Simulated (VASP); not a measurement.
A run of VASP 6.6.1:

File INCAR:

```
SYSTEM = Hg
  PREC = Accurate
  ENCUT = 500
  EDIFF = 1E-6
  ISMEAR = 0
  SIGMA = 0.05
  LREAL = .FALSE.
  LASPH = .TRUE.
  NELM = 120
  ALGO = Normal
  ISIF = 2
  LWAVE = .FALSE.
  LCHARG = .FALSE.
  GGA = PE
  NBANDS = 12
  GGA_COMPAT = .FALSE.
```

KPOINTS

```
Automatic mesh
0
G
  8 8 8
  0 0 0
```

The input POSCAR:

```
Hg
1.0
   -1.8195490386      1.8195490386      1.8195490386
    1.8195490386     -1.8195490386      1.8195490386
    1.8195490386      1.8195490386     -1.8195490386
Hg
1
Direct
    0.0000000000      0.0000000000      0.0000000000
```

Potentials or basis: VASP PAW PBE potentials, release 64 (Hg).

The run is started by

```bash
$ cat potpaw_PBE.64/Hg/POTCAR > POTCAR
$ mpirun -np 1 vasp_std > vasp.out
```

Hardware: 1 thread of Intel Xeon 8259CL, with other jobs on the host.

Problem. How long does it take, and how much memory?

Solution. Wall time 10 s on 1 thread of Intel Xeon 8259CL, with other jobs on the host, peak memory 0.14 GiB. Counts: scf iterations 11, k points 29.
